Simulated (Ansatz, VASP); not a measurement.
## One calculation of CoO, two programs

```xyz
2
Lattice="1.5055 0.8692 2.4399 -1.5055 0.8692 2.4399 0.0000 -1.7384 2.4399" Properties=species:S:1:pos:R:3 pbc="T T T"
Co    0.0000    0.0000    0.0000
O     0.0750    0.0000    3.6599
```

Change from the starting cell: all O atoms moved +0.075 Å, as atom 2 along Cartesian [1 0 0].

Alike in both runs: task single point; functional PBEsol; k mesh 18 × 18 × 18; occupations gaussian, width 0.15 eV; collinear spin.

|  | VASP | Ansatz |
| --- | --- | --- |
| version | VASP 6.6.1 | Ansatz 0.2.0 |
| potentials or method | VASP PAW PBE potentials, release 64 (Co, O), cutoff 520 eV | scalar-relativistic, plane waves, PAW |
| valence electrons in the cell | 15 | 23 |

```tsv
	VASP	Ansatz	Ansatz less VASP
gap on the k mesh at the Fermi level (eV)	none	none	-
pressure (GPa)	-9.6	-8.6	+0.97
traceless stress, the component that is largest in VASP (GPa)	-0.51	-0.54	-0.030
rms of the force components (eV/Å)	0.015	0.015	-0.0004
net moment per atom (μB)	1.45	1.47	+0.015
size of the moment on the site where the two differ most (μB)	2.55	2.46	-0.082
```

VASP's potentials were made for PBE, not for PBEsol. Site moments also hang on the region over which each program counts them. Atom by atom the forces differ by 0.000 eV/Å (rms over components). A gap of «none» marks a metal or a gap that the smearing closes. VASP's potentials hold 15 valence electrons a cell and Ansatz's 23, so a difference there can come from the potentials and not from the codes.
